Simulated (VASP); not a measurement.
# Nb2SiN (P6/mmm) in VASP: notebook, part 2 of 3

VASP 6.6.1. The steps go on from the part before.

## 3. Single point, PBE

File INCAR:

```
PREC = Accurate ; ENCUT = 520
EDIFF = 1E-6 ; ISMEAR = 0
SIGMA = 0.1 ; LREAL = F
LASPH = T ; NELM = 100
ALGO = Normal ; ISIF = 2
LWAVE = F ; LCHARG = F
GGA = PE ; NBANDS = 26
```

File KPOINTS:

```
Automatic mesh
0
Gamma
  6 6 4
```

File POSCAR:

```
Nb2SiN
1.0
    2.9550010905     -0.0000000027      0.0000000000
   -1.4775005429      2.5591060140      0.0000000000
    0.0000000000      0.0000000000      9.2091839692
Nb Si N
2 1 1
Direct
    0.0000000000      0.0000000000      0.7982949654
    0.0000000000      0.0000000000      0.2017050346
    0.0000000000      0.0000000000      0.5000000000
    0.0000000000      0.0000000000      0.0000000000
```

Potentials or basis: VASP PAW PBE potentials, release 64 (Nb_sv, Si, N).

Launch:

```console
$ cat potpaw_PBE.64/Nb_sv/POTCAR potpaw_PBE.64/Si/POTCAR potpaw_PBE.64/N/POTCAR > POTCAR
$ mpirun -np 1 vasp_std > vasp.out
```

OUTCAR:

```text
PREC = Accurate
   ENCUT = 520
   EDIFF = 1E-6
   ISMEAR = 0
   LREAL = F
   LASPH = T
   NELM = 100
   ISIF = 2
   GGA = PE

 ion  position               nearest neighbor table
   1  0.000  0.000  0.798-   4 1.86   3 2.75
   2  0.000  0.000  0.202-   4 1.86   3 2.75
   3  0.000  0.000  0.500-   1 2.75   2 2.75
   4  0.000  0.000  0.000-   1 1.86   2 1.86

  LATTYP: Found a hexagonal cell.
 ALAT       =     2.9550010905
 C/A-ratio  =     3.1164739664

  Lattice vectors:

 A1 = (   2.9550010905,  -0.0000000027,   0.0000000000)
 A2 = (  -1.4775005429,   2.5591060140,   0.0000000000)
 A3 = (   0.0000000000,   0.0000000000,   9.2091839692)

Analysis of symmetry for initial positions (statically):
=====================================================================
 Subroutine PRICEL returns:
 Original cell was already a primitive cell.

 Routine SETGRP: Setting up the symmetry group for a
 hexagonal supercell.

 Subroutine GETGRP returns: Found 24 space group operations
 (whereof 24 operations were pure point group operations)
 out of a pool of 24 trial point group operations.

The static configuration has the point symmetry D_6h.

Analysis of symmetry for dynamics (positions and initial velocities):
=====================================================================
 Subroutine PRICEL returns:
 Original cell was already a primitive cell.

 Routine SETGRP: Setting up the symmetry group for a
 hexagonal supercell.

 Subroutine GETGRP returns: Found 24 space group operations
 (whereof 24 operations were pure point group operations)
 out of a pool of 24 trial point group operations.

The dynamic configuration has the point symmetry D_6h.

 Subroutine INISYM returns: Found 24 space group operations
 (whereof 24 operations are pure point group operations),
 and found     1 'primitive' translations

----------------------------------------------------------------------------------------

                                     Primitive cell

  volume of cell :      69.6413

  direct lattice vectors                    reciprocal lattice vectors
     2.955001091 -0.000000003  0.000000000     0.338409351  0.195380729  0.000000000
    -1.477500543  2.559106014  0.000000000     0.000000000  0.390761459  0.000000000
     0.000000000  0.000000000  9.209183969     0.000000000  0.000000000  0.108587254

  length of vectors
     2.955001091  2.955001091  9.209183969     0.390761459  0.390761459  0.108587254

  position of ions in fractional coordinates (direct lattice)
     0.000000000  0.000000000  0.798294965
     0.000000000  0.000000000  0.201705035
     0.000000000  0.000000000  0.500000000
     0.000000000  0.000000000  0.000000000

  ion indices of the primitive-cell ions
   primitive index   ion index
                 1           1
                 2           2
                 3           3
                 4           4

----------------------------------------------------------------------------------------

 KPOINTS: Automatic mesh

Automatic generation of k-mesh.
 Grid dimensions read from file:
 generate k-points for:    6    6    4

 Generating k-lattice:

  Cartesian coordinates                     Fractional coordinates (reciprocal lattice)
     0.056401558  0.032563455  0.000000000     0.166666667  0.000000000  0.000000000
     0.000000000  0.065126910  0.000000000    -0.000000000  0.166666667  0.000000000
     0.000000000  0.000000000  0.027146814     0.000000000  0.000000000  0.250000000

  Length of vectors
     0.065126910  0.065126910  0.027146814

  Shift w.r.t. Gamma in fractional coordinates (k-lattice)
     0.000000000  0.000000000  0.000000000

 Subroutine IBZKPT returns following result:
 ===========================================

 Found     21 irreducible k-points:

 Following reciprocal coordinates:
            Coordinates               Weight
  0.000000  0.000000  0.000000      1.000000
  0.166667  0.000000  0.000000      6.000000
  0.333333  0.000000  0.000000      6.000000
  0.500000  0.000000  0.000000      3.000000
  0.166667  0.166667  0.000000      6.000000
  0.333333  0.166667  0.000000     12.000000
[... 13 lines left out ...]
  0.333333  0.166667  0.500000     12.000000
  0.333333  0.333333  0.500000      2.000000
   k-points           NKPTS =     21   k-points in BZ     NKDIM =     21   number of bands    NBANDS=     26
   number of dos      NEDOS =    301   number of ions     NIONS =      4
   total plane-waves  NPLWV =  40320
   dimension x,y,z NGX =    24 NGY =   24 NGZ =   70
   dimension x,y,z NGXF=    48 NGYF=   48 NGZF=  140
   ions per type =               2   1   1
   NGX,Y,Z   is equivalent  to a cutoff of  13.50, 13.50, 12.64 a.u.
   NGXF,Y,Z  is equivalent  to a cutoff of  27.00, 27.00, 25.27 a.u.
 SYSTEM =  unknown system
   PREC   = accura    normal or accurate (medium, high low for compatibility)
   ISTART =      0    job   : 0-new  1-cont  2-samecut
   ICHARG =      2    charge: 1-file 2-atom 10-const
   ISPIN  =      1    spin polarized calculation?
   LNONCOLLINEAR =      F non collinear calculations
   LSORBIT =      F    spin-orbit coupling
   LASPH  =      T    aspherical Exc in radial PAW
   ENCUT  =  520.0 eV  38.22 Ry    6.18 a.u.   5.49  5.49 17.12*2*pi/ulx,y,z
   NELM   =    100;   NELMIN=  2; NELMDL= -5     # of ELM steps
   EDIFF  = 0.1E-05   stopping-criterion for ELM
   LREAL  =      F    real-space projection
   EDIFFG = 0.1E-04   stopping-criterion for IOM
   NSW    =      0    number of steps for IOM
   IBRION =     -1    ionic relax: 0-MD 1-quasi-New 2-CG
   NFREE  =      0    steps in history (QN), initial steepest desc. (CG)
   ISIF   =      2    stress and relaxation
   ISYM   =      2    0-nonsym 1-usesym 2-fastsym
   POTIM  = 0.5000    time-step for ionic-motion
   TEBEG  =    0.0;   TEEND  =   0.0 temperature during run
   PSTRESS=    0.0 pullay stress
   NELECT =      35.0000    total number of electrons
   NUPDOWN=      -1.0000    fix difference up-down
   EMIN   =  10.00;   EMAX   =-10.00  energy-range for DOS
   EFERMI =   0.00;   METHOD = LEGACY
   ISMEAR =     0;   SIGMA  =   0.10  broadening in eV -4-tet -1-fermi 0-gaus
   EFERMI_NEDOS =   21; number of points for ismear=-14 and -15
   IALGO  =     38    algorithm
   IMIX   =      4    mixing-type and parameters
     AMIX     =   0.40;   BMIX     =  1.00
     AMIX_MAG =   1.60;   BMIX_MAG =  1.00
  volume/ion in A,a.u.               =      17.41       117.49
  Fermi-wavevector in a.u.,A,eV,Ry     =   1.301593  2.459654 23.050228  1.694144
  Thomas-Fermi vector in A             =   2.432716
   LORBIT       =      0    0 simple, 1 ext, 2 COOP (PROOUT), +10 PAW based schemes
   GGA     = PE    functional components
   LHFCALC =     F    Hartree Fock is set to
   AEXX    =    0.0000 exact exchange contribution
   IVDW    =     0    specifies the selected vdW correction
   LEPSILON=     F    determine dielectric tensor
   LRPA    =     F    only Hartree local field effects (RPA)
 non-spin polarized calculation
 Gauss-broadening in eV      SIGMA  =   0.10
  energy-cutoff  :      520.00
  volume of cell :       69.64
 maximum number of plane-waves:      1918
 NGX is ok and might be reduce to    24
   NGX = 11   NGY = 11   NGZ = 35

 number of electron      35.0000001 magnetization

 Free energy of the ion-electron system (eV)
  ---------------------------------------------------
  ext. energy  EPLUGINS =         0.00000000
  ---------------------------------------------------
  free energy    TOTEN  =       -32.07319157 eV

  energy without entropy =      -32.05442816  energy(sigma->0) =      -32.06380987

 E-fermi :   7.9621     XC(G=0): -11.0746

 val. band max:        7.9137242088   @ k =   0.1667   0.0000   0.0000
 cond. band min:       8.0151936871   @ k =   0.3333   0.3333   0.5000
 fundamental gap:      0.1014694783
 Fermi energy:         7.9621173160

 k-point     1 :       0.0000    0.0000    0.0000
  band No.  band energies     occupation
      1     -46.8484      2.00000
      2     -46.8453      2.00000
      3     -23.3039      2.00000
      4     -23.1917      2.00000
      5     -22.3359      2.00000
      6     -22.3359      2.00000
[... 18 lines left out ...]
     25      12.7969      0.00000
     26      15.6690      0.00000
[... 557 lines left out ...]
      4     -23.0277      2.00000
      5     -23.0218      2.00000
      6     -23.0218      2.00000
[... 18 lines left out ...]
     25      13.6729      0.00000
     26      14.6870      0.00000

------------------------ aborting loop because EDIFF is reached ----------------------------------------

  FORCE on cell =-STRESS in cart. coord.  units (eV):
  Direction    XX          YY          ZZ          XY          YZ          ZX
  --------------------------------------------------------------------------------------
  -------------------------------------------------------------------------------------
  Total       -0.0767935     -0.0767935     -0.1374848     -0.0000000      0.0000000      0.0000000
  in kB       -1.7667213     -1.7667213     -3.1629922     -0.0000000      0.0000000      0.0000000
  external PRESSURE =      -2.2321449 kB  Pullay stress =       0.0000000 kB

 VOLUME and BASIS-vectors are now :
 -----------------------------------------------------------------------------
  energy-cutoff  :      520.00
  volume of cell :       69.64
      direct lattice vectors                 reciprocal lattice vectors
     2.955001091 -0.000000003  0.000000000     0.338409351  0.195380729  0.000000000
    -1.477500543  2.559106014  0.000000000     0.000000000  0.390761459  0.000000000
     0.000000000  0.000000000  9.209183969     0.000000000  0.000000000  0.108587254

 POSITION                                       TOTAL-FORCE (eV/Angst)
 -----------------------------------------------------------------------------------
      0.00000      0.00000      7.35165         0.000000     -0.000000      0.022064
      0.00000      0.00000      1.85754         0.000000      0.000000     -0.022064
      0.00000      0.00000      4.60459        -0.000000     -0.000000      0.000000
      0.00000      0.00000      0.00000        -0.000000     -0.000000      0.000000
 -----------------------------------------------------------------------------------
    total drift:                               -0.000000      0.000000      0.000000

  FREE ENERGIE OF THE ION-ELECTRON SYSTEM (eV)
  ---------------------------------------------------
  free  energy   TOTEN  =       -32.0731915710 eV

  energy  without entropy=      -32.0544281645  energy(sigma->0) =      -32.06380987
```

OSZICAR:

```text
N       E                     dE             d eps       ncg     rms          rms(c)
DAV:   1     0.337083594615E+03    0.33708E+03   -0.18243E+04  1100   0.131E+03
DAV:   2    -0.503704102716E+01   -0.34212E+03   -0.32636E+03  1350   0.484E+02
DAV:   3    -0.345654759260E+02   -0.29528E+02   -0.28708E+02  1992   0.106E+02
DAV:   4    -0.364154264977E+02   -0.18500E+01   -0.18380E+01  1560   0.235E+01
DAV:   5    -0.364894359062E+02   -0.74009E-01   -0.73893E-01  1822   0.475E+00    0.155E+01
DAV:   6    -0.332280094643E+02    0.32614E+01   -0.23459E+01  1598   0.319E+01    0.884E+00
DAV:   7    -0.321618740139E+02    0.10661E+01   -0.73874E+00  1446   0.155E+01    0.385E+00
DAV:   8    -0.320694121015E+02    0.92462E-01   -0.73539E-01  1598   0.649E+00    0.141E+00
DAV:   9    -0.320788864525E+02   -0.94744E-02   -0.17712E-01  1966   0.265E+00    0.939E-01
DAV:  10    -0.320724162401E+02    0.64702E-02   -0.31054E-02  1680   0.124E+00    0.372E-01
DAV:  11    -0.320733526445E+02   -0.93640E-03   -0.45810E-03  1268   0.582E-01    0.105E-01
DAV:  12    -0.320731814697E+02    0.17117E-03   -0.72607E-04  1788   0.233E-01    0.493E-02
DAV:  13    -0.320731926944E+02   -0.11225E-04   -0.94970E-05  1446   0.715E-02    0.110E-02
DAV:  14    -0.320731918327E+02    0.86176E-06   -0.12115E-05  1606   0.332E-02    0.621E-03
DAV:  15    -0.320731915710E+02    0.26166E-06   -0.97741E-07   786   0.827E-03
   1 F= -.32073192E+02 E0= -.32063810E+02  d E =-.187634E-01
```

stdout:

```text
POSCAR found type information on POSCAR NbSiN
 POSCAR found :  3 types and       4 ions
 scaLAPACK will be used
 LDA part: xc-table for (Slater+PW92), standard interpolation
 POSCAR, INCAR and KPOINTS ok, starting setup
 FFT: planning ... GRIDC
 FFT: planning ... GRID_SOFT
 FFT: planning ... GRID
 WAVECAR not read
 entering main loop
```

Wall time 27 s (1 thread of Intel Xeon Platinum 8488C (Sapphire Rapids), shared host); peak memory 0.2 GiB.

Results:

```yaml
Free_energy: -32.0732 eV
Pressure: -0.2 GPa
Largest_force: 0.022 eV/Å
```

Forces in eV/Å, atoms in the order of the input:
```
Nb   0.000  0.000  0.022
Nb   0.000  0.000 -0.022
Si   0.000  0.000  0.000
N    0.000  0.000  0.000
```

Caveat: the k points lie up to 0.41 Å⁻¹ apart.

[end of part 2 of 3]
